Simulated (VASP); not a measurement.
# FeS2 (Pnnm) in VASP: a series of runs, part 2 of 2

VASP 6.6.1.

### Step 5. Single point, PBE

Contents of INCAR:

```
PREC = Accurate
ENCUT = 600
EDIFF = 1E-6
ISMEAR = 1
SIGMA = 0.001
LREAL = False
LASPH = True
NELM = 120
ALGO = Normal
ISIF = 2
LWAVE = False
LCHARG = True
GGA = PE
LELF = True
LVHAR = True
NBANDS = 29
GGA_COMPAT = False
```

Contents of KPOINTS:

```
Automatic mesh
0
Gamma
  4 4 6
```

Contents of POSCAR:

```
FeS2
1.0
    4.4308093927      0.0000000000      0.0000000000
    0.0000000000      5.4005595620      0.0000000000
    0.0000000000      0.0000000000      3.3792367813
Fe S
2 4
Direct
    0.5000000000      0.5000000000      0.5000000000
    0.0000000000      0.0000000000      0.0000000000
    0.2990463069      0.8778422770      0.5000000000
    0.7009536931      0.1221577230      0.5000000000
    0.2009536931      0.3778422770      0.0000000000
    0.7990463069      0.6221577230      0.0000000000
```

Potentials or basis: VASP PAW PBE potentials, release 64 (Fe, S).

Run with:

```sh
$ cat potpaw_PBE.64/Fe/POTCAR potpaw_PBE.64/S/POTCAR > POTCAR
$ mpirun -np 1 vasp_std > vasp.out
```

OUTCAR:

```text
PREC = Accurate
   ENCUT = 600
   EDIFF = 1E-6
   ISMEAR = 1
   LREAL = False
   LASPH = True
   NELM = 120
   ISIF = 2
   GGA = PE

 ion  position               nearest neighbor table
   1  0.500  0.500  0.500-   3 2.23   4 2.23   5 2.25   6 2.25   5 2.25   6 2.25
   2  0.000  0.000  0.000-   5 2.23   6 2.23   3 2.25   4 2.25   3 2.25   4 2.25
   3  0.299  0.878  0.500-   4 2.22   1 2.23   2 2.25   2 2.25
   4  0.701  0.122  0.500-   3 2.22   1 2.23   2 2.25   2 2.25
   5  0.201  0.378  0.000-   6 2.22   2 2.23   1 2.25   1 2.25
   6  0.799  0.622  0.000-   5 2.22   2 2.23   1 2.25   1 2.25

  LATTYP: Found a simple orthorhombic cell.
 ALAT       =     3.3792367813
 B/A-ratio  =     1.3111864245
 C/A-ratio  =     1.5981595584

  Lattice vectors:

 A1 = (   0.0000000000,   0.0000000000,   3.3792367813)
 A2 = (   4.4308093927,   0.0000000000,   0.0000000000)
 A3 = (   0.0000000000,   5.4005595620,   0.0000000000)

Analysis of symmetry for initial positions (statically):
=====================================================================
 Subroutine PRICEL returns:
 Original cell was already a primitive cell.

 Routine SETGRP: Setting up the symmetry group for a
 simple orthorhombic supercell.

 Subroutine GETGRP returns: Found  8 space group operations
 (whereof  4 operations were pure point group operations)
 out of a pool of  8 trial point group operations.

The static configuration has the point symmetry C_2h.
 The point group associated with its full space group is D_2h.

Analysis of symmetry for dynamics (positions and initial velocities):
=====================================================================
 Subroutine PRICEL returns:
 Original cell was already a primitive cell.

 Routine SETGRP: Setting up the symmetry group for a
[... 134 lines left out ...]
     AMIX     =   0.40;   BMIX     =  1.00
     AMIX_MAG =   1.60;   BMIX_MAG =  1.00
  volume/ion in A,a.u.               =      13.48        90.95
  Fermi-wavevector in a.u.,A,eV,Ry     =   1.294736  2.446697 22.808021  1.676342
  Thomas-Fermi vector in A             =   2.426300
   LORBIT       =      0    0 simple, 1 ext, 2 COOP (PROOUT), +10 PAW based schemes
   GGA     = PE    functional components
   LHFCALC =     F    Hartree Fock is set to
   AEXX    =    0.0000 exact exchange contribution
   IVDW    =     0    specifies the selected vdW correction
   LEPSILON=     F    determine dielectric tensor
   LRPA    =     F    only Hartree local field effects (RPA)
 non-spin polarized calculation
 Methfessel and Paxton  Order N= 1 SIGMA  =   0.00
  energy-cutoff  :      600.00
  volume of cell :       80.86
 maximum number of plane-waves:      2732
 NGX is ok and might be reduce to    36
   NGX = 17   NGY = 21   NGZ = 13

 number of electron      39.9999993 magnetization

 Free energy of the ion-electron system (eV)
  ---------------------------------------------------
  ext. energy  EPLUGINS =         0.00000000
  ---------------------------------------------------
  free energy    TOTEN  =       -36.09449294 eV

  energy without entropy =      -36.09449294  energy(sigma->0) =      -36.09449294

 E-fermi :   7.8623     XC(G=0): -11.7481

 val. band max:        7.8101830121   @ k =   0.2500   0.0000   0.1667
 cond. band min:       8.7296710315   @ k =   0.0000   0.5000   0.5000
 fundamental gap:      0.9194880194
 Fermi energy:         7.8623219295

 k-point     1 :       0.0000    0.0000    0.0000
  band No.  band energies     occupation
      1      -9.0115      2.00000
      2      -6.7098      2.00000
      3      -4.6430      2.00000
      4      -3.9263      2.00000
      5       0.1882      2.00000
      6       1.7755      2.00000
[... 757 lines left out ...]
     28      14.8436      0.00000
     29      15.9783      0.00000

 [... further k-points ...]

------------------------ aborting loop because EDIFF is reached ----------------------------------------

  FORCE on cell =-STRESS in cart. coord.  units (eV):
  Direction    XX          YY          ZZ          XY          YZ          ZX
  --------------------------------------------------------------------------------------
  -------------------------------------------------------------------------------------
  Total        0.4752419      0.5577104      0.3645111     -0.0000000      0.0000000      0.0000000
  in kB        9.4163983     11.0504217      7.2223892     -0.0000000      0.0000000      0.0000000
  external PRESSURE =       9.2297364 kB  Pullay stress =       0.0000000 kB

 VOLUME and BASIS-vectors are now :
 -----------------------------------------------------------------------------
  energy-cutoff  :      600.00
  volume of cell :       80.86
      direct lattice vectors                 reciprocal lattice vectors
     4.430809393  0.000000000  0.000000000     0.225692399  0.000000000  0.000000000
     0.000000000  5.400559562  0.000000000     0.000000000  0.185165998  0.000000000
     0.000000000  0.000000000  3.379236781     0.000000000  0.000000000  0.295924809

 POSITION                                       TOTAL-FORCE (eV/Angst)
 -----------------------------------------------------------------------------------
      2.21540      2.70028      1.68962         0.000000      0.000000      0.000000
      0.00000      0.00000      0.00000         0.000000      0.000000      0.000000
      1.32502      4.74084      1.68962        -0.219964     -0.118546      0.000000
      3.10579      0.65972      1.68962         0.219964      0.118546      0.000000
      0.89039      2.04056      0.00000         0.219964     -0.118546      0.000000
      3.54042      3.36000      0.00000        -0.219964      0.118546      0.000000
 -----------------------------------------------------------------------------------
    total drift:                                0.000000      0.000000      0.000000

  FREE ENERGIE OF THE ION-ELECTRON SYSTEM (eV)
  ---------------------------------------------------
  free  energy   TOTEN  =       -36.0944929352 eV

  energy  without entropy=      -36.0944929352  energy(sigma->0) =      -36.09449294
```

OSZICAR:

```text
N       E                     dE             d eps       ncg     rms          rms(c)
DAV:   1     0.362473854147E+03    0.36247E+03   -0.19387E+04  2088   0.161E+03
DAV:   2     0.449246207282E+01   -0.35798E+03   -0.34150E+03  2113   0.362E+02
DAV:   3    -0.370975792848E+02   -0.41590E+02   -0.39323E+02  2679   0.132E+02
DAV:   4    -0.392376969265E+02   -0.21401E+01   -0.21182E+01  2659   0.306E+01
DAV:   5    -0.393177655032E+02   -0.80069E-01   -0.80033E-01  2864   0.565E+00    0.273E+01
DAV:   6    -0.488068639361E+02   -0.94891E+01   -0.60032E+01  2939   0.117E+02    0.359E+01
DAV:   7    -0.357628215610E+02    0.13044E+02   -0.36291E+01  2524   0.120E+02    0.921E+00
DAV:   8    -0.362292642051E+02   -0.46644E+00   -0.60918E+00  2348   0.108E+01    0.505E+00
DAV:   9    -0.360968912765E+02    0.13237E+00   -0.35453E-01  2976   0.770E+00    0.143E+00
DAV:  10    -0.360943563143E+02    0.25350E-02   -0.59188E-02  3250   0.158E+00    0.426E-01
DAV:  11    -0.360947235798E+02   -0.36727E-03   -0.22610E-03  2863   0.441E-01    0.211E-01
DAV:  12    -0.360945273602E+02    0.19622E-03   -0.24677E-04  3292   0.163E-01    0.113E-01
DAV:  13    -0.360944881705E+02    0.39190E-04   -0.16229E-04  3225   0.900E-02    0.338E-02
DAV:  14    -0.360944927396E+02   -0.45691E-05   -0.78842E-06  2490   0.215E-02    0.117E-02
DAV:  15    -0.360944929352E+02   -0.19554E-06   -0.80438E-07  1520   0.119E-02
   1 F= -.36094493E+02 E0= -.36094493E+02  d E =0.000000E+00
```

stdout:

```text
POSCAR found type information on POSCAR FeS
 POSCAR found :  2 types and       6 ions
 scaLAPACK will be used
 LDA part: xc-table for (Slater+PW92), standard interpolation
 POSCAR, INCAR and KPOINTS ok, starting setup
 FFT: planning ... GRIDC
 FFT: planning ... GRID_SOFT
 FFT: planning ... GRID
 WAVECAR not read
 entering main loop
```

Run time: 2.2 min. Hardware: 1 thread of Intel Xeon 8259CL, shared host; peak memory 0.25 GiB.

What came out:

```
Free energy            : -36.0945 eV
Pressure               : 0.9 GPa
Largest force          : 0.250 eV/Å
Band gap on the k mesh : 0.92 eV (least direct gap 1.19 eV)
```

Forces in eV/Å, atoms in the order of the input:
```
Fe   0.000  0.000  0.000
Fe   0.000  0.000  0.000
S   -0.220 -0.119  0.000
S    0.220  0.119  0.000
S    0.220 -0.119  0.000
S   -0.220  0.119  0.000
```

### Step 6. Single point, PBE

Contents of INCAR:

```
SYSTEM = FeS2
PREC = Accurate
ENCUT = 600
EDIFF = 1E-6
ISMEAR = 0
SIGMA = 0.01
LREAL = .False.
LASPH = .True.
NELM = 120
ALGO = Normal
ISIF = 2
LWAVE = .False.
LCHARG = .True.
GGA = PE
LELF = .True.
LVHAR = .True.
NBANDS = 29
GGA_COMPAT = .False.
```

Contents of KPOINTS:

```
Automatic mesh
0
Gamma
  4 4 6
  0 0 0
```

POSCAR is that of step 5.

Potentials or basis: VASP PAW PBE potentials, release 64 (Fe, S).

Run with:

```sh
$ cat potpaw_PBE.64/Fe/POTCAR potpaw_PBE.64/S/POTCAR > POTCAR
$ mpirun -np 1 vasp_std > vasp.out
```

Wall time 2.3 min (1 thread of Intel Xeon 8259CL, shared host); peak memory 0.26 GiB.

It converged, with:

```
Free energy            : -36.0945 eV
Pressure               : 0.9 GPa
Largest force          : 0.250 eV/Å
Band gap on the k mesh : 0.92 eV (least direct gap 1.19 eV)
```

Forces on the atoms (eV/Å):
```
Fe   0.000  0.000  0.000
Fe   0.000  0.000  0.000
S   -0.220 -0.119  0.000
S    0.220  0.119  0.000
S    0.220 -0.119  0.000
S   -0.220  0.119  0.000
```

Stress tensor (GPa, compression positive):
```
0.94 0.00 0.00
0.00 1.11 0.00
0.00 0.00 0.72
```

Levels at points of the mesh, in eV from the valence-band top:
```tsv
k point	band 16	band 17	band 18	band 19	band 20	band 21	band 22	band 23	band 24	band 25
(0.00, 0.00, 0.00)	-1.07	-0.93	-0.71	-0.68	-0.47	1.30	1.48	2.88	3.14	3.42
(0.50, 0.00, 0.00)	-1.14	-0.62	-0.62	-0.04	-0.04	1.80	1.80	2.04	2.04	2.74
(0.00, 0.50, 0.00)	-1.02	-0.77	-0.77	-0.28	-0.28	1.21	1.21	2.50	2.50	2.95
(0.50, 0.50, 0.00)	-1.31	-1.06	-1.06	-0.84	-0.84	1.43	1.43	1.96	1.96	3.31
(0.00, 0.00, 0.50)	-1.32	-0.87	-0.87	-0.35	-0.35	1.52	1.52	1.73	1.73	2.30
(0.50, 0.00, 0.50)	-1.01	-0.72	-0.72	-0.28	-0.28	1.57	1.57	2.10	2.10	3.61
(0.00, 0.50, 0.50)	-1.74	-1.37	-1.37	-0.32	-0.32	0.92	0.92	2.21	2.21	3.16
(0.50, 0.50, 0.50)	-1.34	-0.57	-0.57	-0.30	-0.30	1.75	1.75	2.14	2.14	2.56
```

A k mesh can miss the band edges. Spin polarisation is off, so any magnetic state and its effect on volume and gap are missing.

### Step 7. Single point, PBE

Contents of INCAR:

```
PREC = Accurate
ENCUT = 600
EDIFF = 1E-6
ISMEAR = 1
SIGMA = 0.2
LREAL = False
LASPH = True
NELM = 120
ALGO = Normal
ISIF = 2
LWAVE = False
LCHARG = False
GGA = PE
NBANDS = 29
GGA_COMPAT = False
```

Contents of KPOINTS:

```
Automatic mesh
0
Gamma
  4 4 6
```

POSCAR is that of step 6.

Potentials or basis: VASP PAW PBE potentials, release 64 (Fe, S).

Run with:

```sh
$ cat potpaw_PBE.64/Fe/POTCAR potpaw_PBE.64/S/POTCAR > POTCAR
$ mpirun -np 1 vasp_std > vasp.out
```

OUTCAR:

```text
PREC = Accurate
   ENCUT = 600
   EDIFF = 1E-6
   ISMEAR = 1
   LREAL = False
   LASPH = True
   NELM = 120
   ISIF = 2
   GGA = PE

 ion  position               nearest neighbor table
   1  0.500  0.500  0.500-   3 2.23   4 2.23   5 2.25   6 2.25   5 2.25   6 2.25
   2  0.000  0.000  0.000-   5 2.23   6 2.23   3 2.25   4 2.25   3 2.25   4 2.25
   3  0.299  0.878  0.500-   4 2.22   1 2.23   2 2.25   2 2.25
   4  0.701  0.122  0.500-   3 2.22   1 2.23   2 2.25   2 2.25
   5  0.201  0.378  0.000-   6 2.22   2 2.23   1 2.25   1 2.25
   6  0.799  0.622  0.000-   5 2.22   2 2.23   1 2.25   1 2.25

  LATTYP: Found a simple orthorhombic cell.
 ALAT       =     3.3792367813
 B/A-ratio  =     1.3111864245
 C/A-ratio  =     1.5981595584

  Lattice vectors:

 A1 = (   0.0000000000,   0.0000000000,   3.3792367813)
 A2 = (   4.4308093927,   0.0000000000,   0.0000000000)
 A3 = (   0.0000000000,   5.4005595620,   0.0000000000)

Analysis of symmetry for initial positions (statically):
=====================================================================
 Subroutine PRICEL returns:
[... 186 lines left out ...]
 fundamental gap:      0.9201267401
 Fermi energy:         7.8954376788

 k-point     1 :       0.0000    0.0000    0.0000
  band No.  band energies     occupation
      1      -9.0122      2.00000
      2      -6.7107      2.00000
      3      -4.6440      2.00000
      4      -3.9272      2.00000
      5       0.1882      2.00000
      6       1.7754      2.00000
[... 757 lines left out ...]
     28      14.8436      0.00000
     29      15.9783      0.00000

 [... further k-points ...]

------------------------ aborting loop because EDIFF is reached ----------------------------------------

  FORCE on cell =-STRESS in cart. coord.  units (eV):
  Direction    XX          YY          ZZ          XY          YZ          ZX
  --------------------------------------------------------------------------------------
  -------------------------------------------------------------------------------------
  Total        0.4624786      0.5043384      0.3561275      0.0000000      0.0000000      0.0000000
  in kB        9.1635078      9.9929146      7.0562769      0.0000000      0.0000000      0.0000000
  external PRESSURE =       8.7375664 kB  Pullay stress =       0.0000000 kB

 VOLUME and BASIS-vectors are now :
 -----------------------------------------------------------------------------
  energy-cutoff  :      600.00
  volume of cell :       80.86
      direct lattice vectors                 reciprocal lattice vectors
     4.430809393  0.000000000  0.000000000     0.225692399  0.000000000  0.000000000
     0.000000000  5.400559562  0.000000000     0.000000000  0.185165998  0.000000000
     0.000000000  0.000000000  3.379236781     0.000000000  0.000000000  0.295924809

 POSITION                                       TOTAL-FORCE (eV/Angst)
 -----------------------------------------------------------------------------------
      2.21540      2.70028      1.68962        -0.000000      0.000000      0.000000
      0.00000      0.00000      0.00000        -0.000000      0.000000      0.000000
      1.32502      4.74084      1.68962        -0.222210     -0.124009      0.000000
      3.10579      0.65972      1.68962         0.222210      0.124009      0.000000
      0.89039      2.04056      0.00000         0.222210     -0.124009      0.000000
      3.54042      3.36000      0.00000        -0.222210      0.124009      0.000000
 -----------------------------------------------------------------------------------
    total drift:                                0.000000      0.000000      0.000000

  FREE ENERGIE OF THE ION-ELECTRON SYSTEM (eV)
  ---------------------------------------------------
  free  energy   TOTEN  =       -36.0874392418 eV

  energy  without entropy=      -36.1043527828  energy(sigma->0) =      -36.09307709
```

OSZICAR:

```text
N       E                     dE             d eps       ncg     rms          rms(c)
DAV:   1     0.362473919985E+03    0.36247E+03   -0.19387E+04  2088   0.161E+03
DAV:   2     0.449275936234E+01   -0.35798E+03   -0.34146E+03  2113   0.362E+02
DAV:   3    -0.370893345070E+02   -0.41582E+02   -0.39348E+02  2679   0.132E+02
DAV:   4    -0.392290905736E+02   -0.21398E+01   -0.21178E+01  2659   0.306E+01
DAV:   5    -0.393091611848E+02   -0.80071E-01   -0.80019E-01  2864   0.565E+00    0.273E+01
DAV:   6    -0.488280767434E+02   -0.95189E+01   -0.60090E+01  2939   0.117E+02    0.359E+01
DAV:   7    -0.357533846508E+02    0.13075E+02   -0.36376E+01  2524   0.120E+02    0.921E+00
DAV:   8    -0.362228666282E+02   -0.46948E+00   -0.61119E+00  2348   0.108E+01    0.508E+00
DAV:   9    -0.360896174239E+02    0.13325E+00   -0.35589E-01  2976   0.772E+00    0.144E+00
DAV:  10    -0.360872995947E+02    0.23178E-02   -0.59028E-02  3247   0.156E+00    0.428E-01
DAV:  11    -0.360876693294E+02   -0.36973E-03   -0.22431E-03  2842   0.442E-01    0.211E-01
DAV:  12    -0.360874737457E+02    0.19558E-03   -0.24552E-04  3284   0.163E-01    0.113E-01
DAV:  13    -0.360874344460E+02    0.39300E-04   -0.16097E-04  3225   0.893E-02    0.338E-02
DAV:  14    -0.360874390858E+02   -0.46398E-05   -0.78431E-06  2474   0.213E-02    0.117E-02
DAV:  15    -0.360874392418E+02   -0.15606E-06   -0.81711E-07  1515   0.121E-02
   1 F= -.36087439E+02 E0= -.36093077E+02  d E =0.169135E-01
```

stdout:

```text
POSCAR found type information on POSCAR FeS
 POSCAR found :  2 types and       6 ions
 scaLAPACK will be used
 LDA part: xc-table for (Slater+PW92), standard interpolation
 POSCAR, INCAR and KPOINTS ok, starting setup
 FFT: planning ... GRIDC
 FFT: planning ... GRID_SOFT
 FFT: planning ... GRID
 WAVECAR not read
 entering main loop
```

Run time: 2 min. Hardware: 1 thread of Intel Xeon 8259CL, shared host; peak memory 0.26 GiB.

Results:

```
Free energy            : -36.0874 eV
Pressure               : 0.9 GPa
Largest force          : 0.254 eV/Å
Band gap on the k mesh : 0.92 eV (least direct gap 1.19 eV)
```

Forces on the atoms (eV/Å):
```
Fe   0.000  0.000  0.000
Fe   0.000  0.000  0.000
S   -0.222 -0.124  0.000
S    0.222  0.124  0.000
S    0.222 -0.124  0.000
S   -0.222  0.124  0.000
```

A k mesh can miss the band edges. Spin polarisation is off, so any magnetic state and its effect on volume and gap are missing.

### Step 8. Overview

| level | k mesh | smearing | gap on the mesh (eV) | pressure (GPa) | largest force (eV/Å) |
| --- | --- | --- | --- | --- | --- |
| PBE | 2 × 2 × 2 | gaussian 0.01 eV | 0.93 | 1.2 | 0.34 |
| PBE | 4 × 4 × 6 | gaussian 0.01 eV | 0.92 | 0.9 | 0.25 |
| PBE+D3(BJ) | 4 × 4 × 6 | gaussian 0.01 eV | 0.92 | -3.9 | 0.25 |
| PBE | 4 × 4 × 6 | methfessel-paxton 0.001 eV | 0.92 | 0.9 | 0.25 |
| PBE | 4 × 4 × 6 | methfessel-paxton 0.2 eV | 0.92 | 0.9 | 0.25 |

Alike in all rows: task single point; potentials or basis VASP PAW PBE potentials, release 64 (Fe, S); no spin polarisation; cell as given; cutoff (eV) 600.

Caveats: some runs use coarse meshes; the cell stands under tension (at least some runs).

Total energies depend on the potentials used, so only differences within one code and one set of settings carry meaning.
